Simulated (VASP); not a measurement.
Input of a VASP 6.6.1 run:

The input INCAR:

```
PREC = Accurate ; ENCUT = 520
EDIFF = 1E-7 ; ISMEAR = -1
SIGMA = 0.05 ; LREAL = Auto
LASPH = T ; NELM = 60
ALGO = Normal ; ISIF = 2
LWAVE = F ; LCHARG = F
GGA = PS ; NBANDS = 50
```

File KPOINTS:

```
regular mesh
0
Gamma
  2 2 1
```

Contents of POSCAR:

```
HC4
1.0
    5.0487420986      0.0000000000      0.0000000000
    2.5243710493      4.3723389146      0.0000000000
    0.0000000000      0.0000000000     16.6764260000
H C
4 16
Direct
    0.1666666667      0.1666666667      0.0599649000
    0.6666666667      0.1666666667      0.0599649000
    0.1666666667      0.6666666667      0.0599649000
    0.6666666667      0.6666666667      0.0599649000
    0.1666666667      0.1666666667      0.1259263000
    0.6666666667      0.1666666667      0.1259263000
    0.1666666667      0.6666666667      0.1259263000
    0.6666666667      0.6666666667      0.1259263000
   -0.1666666667      0.3333333333      0.1568253000
    0.3333333333      0.3333333333      0.1568253000
   -0.1666666667      0.8333333333      0.1568253000
    0.3333333333      0.8333333333      0.1568253000
   -0.1666666667      0.3333333333      0.2562792185
    0.3333333333      0.3333333333      0.2562792185
   -0.1666666667      0.8333333333      0.2562792185
    0.3333333333      0.8333333333      0.2562792185
    0.0000000000      0.0000000000      0.2723881410
    0.5000000000      0.0000000000      0.2723881410
    0.0000000000      0.5000000000      0.2723881410
    0.5000000000      0.5000000000      0.2723881410
```

Potentials or basis: VASP PAW PBE potentials, release 64 (H, C).

Launch:

```console
$ cat potpaw_PBE.64/H/POTCAR potpaw_PBE.64/C/POTCAR > POTCAR
$ mpirun -np 1 vasp_std > vasp.out
```

(1) Predict the largest force.

(2) What does it give for the band gap on the k mesh?

Answers

(1) 2.151 eV/Å.

(2) zero (bands 34 and 35 overlap by 0.10 eV).

Caveat: the k points lie up to 0.72 Å⁻¹ apart; there is no dipole correction, which matters where the two faces differ; the PAW data sets were made with another functional, which shifts forces and pressure a little.
